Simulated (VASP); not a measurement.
Input of a VASP 6.6.1 run:

The input INCAR:

```
  PREC = Accurate
  ENCUT = 520
  EDIFF = 1E-6
  ISMEAR = -1
  SIGMA = 0.02
  LREAL = False
  LASPH = True
  NELM = 100
  ALGO = Normal
  ISIF = 2
  LWAVE = False
  LCHARG = True
  GGA = PE
  LELF = True
  LVHAR = True
  NBANDS = 18
```

KPOINTS

```
regular mesh
0
Gamma
  6 6 6
```

Contents of POSCAR:

```
PtSe2
1.0
    0.0000000000      3.1459370854      3.1459370854
    3.1459370854      0.0000000000      3.1459370854
    3.1459370854      3.1459370854      0.0000000000
Pt Se
1 2
Direct
    0.0000000000      0.0000000000      0.0000000000
    0.2500000000      0.2500000000      0.2500000000
    0.7500000000      0.7500000000      0.7500000000
```

Potentials or basis: VASP PAW PBE potentials, release 64 (Pt, Se).

Run with:

```bash
$ cat potpaw_PBE.64/Pt/POTCAR potpaw_PBE.64/Se/POTCAR > POTCAR
$ mpirun -np 1 vasp_std > vasp.out
```

Task: Predict the band gap on the k mesh.

Result: Zero (bands 11 and 12 overlap by 0.44 eV).

Task: Estimate the pressure.

Result: -0.1 GPa.

Caveat: spin-orbit coupling is left out, which moves the levels of the heavy elements.
